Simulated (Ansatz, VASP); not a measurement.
Au in VASP and in Ansatz

Contents of POSCAR:

```
Au
1.0
    4.5881061905      0.0000000000      0.0000000000
   -2.2940530952      3.9734165162      0.0000000000
    0.0000000000      0.0000000000      5.1305760991
Au
4
Direct
    0.0000000000      0.0000000000      0.2500000000
    0.0000000000      0.0000000000      0.7500000000
    0.3333333333      0.6666666667      0.7500000000
    0.6666666667      0.3333333333      0.2500000000
```

File INCAR.step1:

```
SYSTEM = Au
PREC = Accurate ; ENCUT = 600
ISMEAR = 0 ; SIGMA = 0.1
LREAL = .False. ; LASPH = .True.
NELM = 80 ; GGA = PE
ALGO = Normal ; EDIFF = 1E-4
LWAVE = .True. ; LCHARG = .False.
```

The input INCAR.step2:

```
SYSTEM = Au
PREC = Accurate ; ENCUT = 600
EDIFF = 1E-6 ; ISMEAR = 0
SIGMA = 0.1 ; LREAL = .False.
LASPH = .True. ; NELM = 80
ALGO = Normal ; ISIF = 3
LWAVE = .False. ; LCHARG = .False.
METAGGA = R2SCAN ; LMIXTAU = .True.
IBRION = 2 ; NSW = 90
EDIFFG = -0.04 ; ISTART = 1
```

Contents of KPOINTS:

```
regular mesh
0
Gamma
  6 6 4
  0 0 0
```

Input for Ansatz:

```yaml
crystal:
  lattice:
    - [4.5881061905, 0.0, 0.0]
    - [-2.2940530952, 3.9734165162, 0.0]
    - [0.0, 0.0, 5.1305760991]
  atoms:
    - { symbol: Au, position: [0.0, 0.0, 0.25] }
    - { symbol: Au, position: [0.0, 0.0, 0.75] }
    - { symbol: Au, position: [0.3333333333, 0.6666666667, 0.75] }
    - { symbol: Au, position: [0.6666666667, 0.3333333333, 0.25] }
basis:
  ecutwfc: 500
kpoints:
  mp_grid: { grid: [6, 6, 4] }
hamiltonian:
  xc: r2scan
scf:
  occupations: { method: gaussian, width: 0.1 }
  lower_state_search: "off"
output:
  forces: true
  stress: true
  eigenvalues: true
relax:
  adjacent_minimum: "off"
  f_tol: 0.04
  max_steps: 70
  cell: { stress_tol: 0.4 }
```

Alike in both runs: task relaxation of cell and atoms; functional r2SCAN; k mesh 6 × 6 × 4; occupations gaussian, width 0.1 eV; no spin polarisation.

```csv
,VASP,Ansatz
version,VASP 6.6.1,Ansatz 0.2.0
potentials or method,"VASP PAW PBE potentials, release 64 (Au), cutoff 600 eV","scalar-relativistic, plane waves, PAW"
valence electrons in the cell,44,76
```

Ansatz gave:

```
gap on the k mesh at the Fermi level, each at its own relaxed structure (eV) : none
relaxed volume (Å³/atom)                                                     : 23.58
relaxed cell length with the largest relative difference (Å)                 : 4.570
```

Task: Which values does VASP return?

Result: gap on the k mesh at the Fermi level, each at its own relaxed structure (eV): none; relaxed volume (Å³/atom): 23.64; relaxed cell length with the largest relative difference (Å): 4.575.

VASP's potentials were made for PBE, not for r2SCAN. A gap of «none» marks a metal or a gap that the smearing closes. VASP's potentials hold 44 valence electrons a cell and Ansatz's 76, so a difference there can come from the potentials and not from the codes.

Neither program's run includes spin-orbit coupling.
